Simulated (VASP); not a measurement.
# Rh: single point with LDA

The system is Rh, a slab with vacuum.

```
Rh
1.0
     2.65486    0.00000    0.00000
    -1.32743    2.29918    0.00000
     0.00000    0.00000   24.67070
Rh
5
Direct
  0.83333 0.16667 0.32427
  0.16667 0.83333 0.41214
  0.50000 0.50000 0.50000
  0.83333 0.16667 0.58786
  0.16667 0.83333 0.67573
```

* Program: VASP 6.6.1
* Task: single point
* Functional: LDA
* Potentials or basis: VASP PAW LDA potentials, release 64 (Rh_pv)
* Cutoff: 520 eV
* k mesh: 16 × 16 × 1
* Occupations: fermi-dirac, width 0.08 eV
* Spin: no spin polarisation
* Dipole correction: yes
* Further INCAR settings: ALGO = Normal; EDIFF = 1e-07; NBANDS = 46

| Property | Result |
| --- | --- |
| Largest force | 0.336 eV/Å |
| Band gap on the k mesh | zero (an odd number of electrons rules out a gap without spin polarisation) |

Forces on the atoms (eV/Å):
```
Rh   0.000  0.000  0.336
Rh   0.000  0.000 -0.294
Rh   0.000  0.000  0.000
Rh   0.000  0.000  0.294
Rh   0.000  0.000 -0.336
```

Levels at points of the mesh, in eV from the Fermi level:
| k point | band 33 | band 34 | band 35 | band 36 | band 37 | band 38 | band 39 | band 40 | band 41 | band 42 |
| --- | --- | --- | --- | --- | --- | --- | --- | --- | --- | --- |
| (0.00, 0.00, 0.00) | -2.53 | -1.55 | -1.07 | -1.07 | -0.93 | -0.93 | -0.45 | -0.45 | 0.20 | 0.20 |
| (0.50, 0.00, 0.00) | -0.13 | 0.48 | 0.60 | 0.64 | 0.74 | 0.89 | 1.19 | 1.21 | 1.63 | 3.20 |

It took 4.9 min on 1 thread of Intel(R) Xeon(R) Platinum 8488C (Sapphire Rapids) (shared host), peak memory 0.3 GiB.
